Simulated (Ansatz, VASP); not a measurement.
## Si: VASP beside Ansatz

Contents of INCAR:

```
PREC     = Accurate       # precision mode
ENCUT    = 520            # plane-wave cutoff, eV
EDIFF    = 1E-6           # SCF threshold, eV
ISMEAR   = 0              # smearing method
SIGMA    = 0.15           # smearing width, eV
LREAL    = False          # projectors in reciprocal space
LASPH    = True           # aspherical terms in the spheres
NELM     = 60             # most SCF steps
ALGO     = Normal         # electronic algorithm
ISIF     = 2              # what is computed and relaxed
LWAVE    = False          # write WAVECAR
LCHARG   = False          # write CHGCAR
GGA      = CA             # functional
NBANDS   = 11             # bands
```

Contents of KPOINTS:

```
regular mesh
0
Gamma
  20 20 20
```

The input POSCAR:

```
Si
1.0
   -2.2765174123      2.2765174123      1.2760947743
    2.2765174123     -2.2765174123      1.2760947743
    2.2765174123      2.2765174123     -1.2760947743
Si
2
Direct
    0.2500000000      0.7500000000      0.5000000000
    0.5000000000      0.5000000000      0.0000000000
```

Input for Ansatz:

```yaml
crystal:
  lattice:
    - [-2.2765174123, 2.2765174123, 1.2760947743]
    - [2.2765174123, -2.2765174123, 1.2760947743]
    - [2.2765174123, 2.2765174123, -1.2760947743]
  atoms:
    - { symbol: Si, position: [0.25, 0.75, 0.5] }
    - { symbol: Si, position: [0.5, 0.5, 0.0] }
basis:
  ecutwfc: 420
kpoints:
  mp_grid: { grid: [20, 20, 20] }
hamiltonian:
  xc: lda
scf:
  occupations: { method: gaussian, width: 0.15 }
output:
  forces: true
  stress: true
  eigenvalues: true
```

Change from the starting cell: strain -0.040 along x and y, -0.040 along z, atoms carried along.

Alike in both runs: task single point; functional LDA; k mesh 20 × 20 × 20; occupations gaussian, width 0.15 eV; no spin polarisation.

```csv
,VASP,Ansatz
version,VASP 6.6.1,Ansatz 0.2.0
potentials or method,"VASP PAW LDA potentials, release 64 (Si), cutoff 520 eV","scalar-relativistic, plane waves, PAW"
valence electrons in the cell,8,8
```

Ansatz gave:

```
gap on the k mesh at the Fermi level (eV)                     : none
pressure (GPa)                                                : 17.5
traceless stress, the component that is largest in VASP (GPa) : -3.64
```

Task: Estimate VASP's values.

Result: gap on the k mesh at the Fermi level (eV): none; pressure (GPa): 17.6; traceless stress, the component that is largest in VASP (GPa): -3.65.

LDA's correlation is that of Perdew and Zunger in VASP and of Perdew and Wang (1992) in Ansatz. A gap of «none» marks a metal or a gap that the smearing closes.
